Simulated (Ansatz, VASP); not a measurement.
FeO in VASP and in Ansatz

INCAR

```
SYSTEM = FeO
PREC = Accurate ; ENCUT = 520
EDIFF = 1E-7 ; ISMEAR = -1
SIGMA = 0.05 ; LREAL = .False.
LASPH = .True. ; NELM = 150
ALGO = Normal ; ISIF = 2
LWAVE = .False. ; LCHARG = .False.
ISPIN = 2 ; MAGMOM = 3 3 0 0
LORBIT = 11 ; LMAXMIX = 4
GGA = PS ; NBANDS = 26
```

KPOINTS

```
regular mesh
0
Gamma
  10 10 5
  0 0 0
```

POSCAR

```
FeO
1.0
    2.6276045537     -1.4933104517      0.0000000000
    2.6276045537      1.4933104517      0.0000000000
   -0.2295278007      0.0000000000      5.1618790410
Fe O
2 2
Direct
    0.0000000000      0.0000000000      0.5000000000
    0.0000000000      0.0000000000      0.0000000000
    0.3354670000      0.3354670000      0.7442990000
    0.6645330000      0.6645330000      0.2557010000
```

Contents of input.yaml:

```yaml
crystal:
  lattice:
    - [2.6276045537, -1.4933104517, 0.0]
    - [2.6276045537, 1.4933104517, 0.0]
    - [-0.2295278007, 0.0, 5.161879041]
  atoms:
    - { symbol: Fe, position: [0.0, 0.0, 0.5], spin: 3.0 }
    - { symbol: Fe, position: [0.0, 0.0, 0.0], spin: 3.0 }
    - { symbol: O, position: [0.335467, 0.335467, 0.744299] }
    - { symbol: O, position: [0.664533, 0.664533, 0.255701] }
kpoints:
  mp_grid: { grid: [10, 10, 5] }
scf:
  occupations: { method: fermi_dirac, width: 0.05 }
hamiltonian:
  xc: pbesol
  pseudopotentials: { kind: all_electron, lapw: { basis_error: 0.001 } }
magnetization:
  spin_polarized: true
output:
  forces: true
  stress: true
  eigenvalues: true
```

Change from the starting cell: volume scaled by 0.94.

Alike in both runs: task single point; functional PBEsol; k mesh 10 × 10 × 5; occupations fermi-dirac, width 0.05 eV; collinear spin.

|  | VASP | Ansatz |
| --- | --- | --- |
| version | VASP 6.6.1 | Ansatz 0.2.0 |
| potentials or method | VASP PAW PBE potentials, release 64 (Fe, O), cutoff 520 eV | all-electron LAPW, scalar-relativistic |

Ansatz gave:

| Quantity | Value |
| --- | --- |
| gap on the k mesh at the Fermi level (eV) | none |
| pressure (GPa) | -13.4 |
| traceless stress, the component that is largest in VASP (GPa) | 7.15 |
| rms of the force components (eV/Å) | 0.094 |
| net moment per atom (μB) | 0.01 |
| size of the moment on the site where the two differ most (μB) | 0.01 |

Question: What did VASP give for the same quantities?

Answer: gap on the k mesh at the Fermi level (eV): none; pressure (GPa): -8.0; traceless stress, the component that is largest in VASP (GPa): 4.70; rms of the force components (eV/Å): 0.094; net moment per atom (μB): 2.00; size of the moment on the site where the two differ most (μB): 0.33.

The net moments are unlike, so the other rows may belong to different states. VASP's potentials were made for PBE, not for PBEsol. Site moments also hang on the region over which each program counts them. Atom by atom the forces differ by 0.004 eV/Å (rms over components). A gap of «none» marks a metal or a gap that the smearing closes. Ansatz ran all-electron here, and VASP with PAW potentials.
